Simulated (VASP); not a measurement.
Set up this calculation in VASP 6.6.1, as the native input.

```
Task                   : single point
Functional             : BLYP
Dispersion             : D3(BJ)
Potentials or basis    : VASP PAW PBE potentials, release 64 (Ca_sv, S)
Cutoff                 : 500 eV
k mesh                 : 8 × 8 × 8
Occupations            : gaussian, width 0.05 eV
Spin                   : no spin polarisation
Dipole correction      : no
Further INCAR settings : ALGO = Normal; EDIFF = 1e-06; NBANDS = 15
```

The structure of CaS lies in POSCAR:

```
CaS
1.0
    0.0000000000      2.8046122626      2.8046122626
    2.8046122626      0.0000000000      2.8046122626
    2.8046122626      2.8046122626      0.0000000000
Ca S
1 1
Direct
    0.5000000000      0.5000000000      0.5000000000
    0.0000000000      0.0000000000      0.0000000000
```

One way to write it, as run:

INCAR

```
SYSTEM = CaS
PREC     = Accurate       ! precision mode
ENCUT    = 500            ! plane-wave cutoff, eV
EDIFF    = 1E-6           ! SCF threshold, eV
ISMEAR   = 0              ! smearing method
SIGMA    = 0.05           ! smearing width, eV
LREAL    = .False.        ! projectors in reciprocal space
LASPH    = .True.         ! aspherical terms in the spheres
NELM     = 120            ! most SCF steps
ALGO     = Normal         ! electronic algorithm
ISIF     = 2              ! what is computed and relaxed
LWAVE    = .False.        ! write WAVECAR
LCHARG   = .False.        ! write CHGCAR
GGA      = B5             ! functional
ALDAX    = 1.0          
AGGAX    = 1.0          
AGGAC    = 1.0          
ALDAC    = 0.0          
IVDW     = 12             ! dispersion correction
VDW_S6   = 1.0          
VDW_S8   = 2.6996       
VDW_A1   = 0.4298       
VDW_A2   = 4.2359       
NBANDS   = 15             ! bands
GGA_COMPAT= .False.
```

KPOINTS

```
Automatic mesh
0
Gamma
  8 8 8
  0 0 0
```

Potentials or basis: VASP PAW PBE potentials, release 64 (Ca_sv, S).

Run with:

```bash
$ cat potpaw_PBE.64/Ca_sv/POTCAR potpaw_PBE.64/S/POTCAR > POTCAR
$ mpirun -np 1 vasp_std > vasp.out
```

It gave:

The pressure is 0.2 GPa. The band gap on the k mesh is 2.35 eV, indirect (least direct gap 3.16 eV). The dispersion energy per atom is -0.803 eV.

Caveat: the PAW data sets were made with another functional, which shifts forces and pressure a little.

Run time: 24 s on 1 thread of Intel(R) Xeon(R) Platinum 8259CL CPU @ 2.50GHz (Skylake/Cascade Lake), with other jobs on the host, peak memory 0.18 GiB.
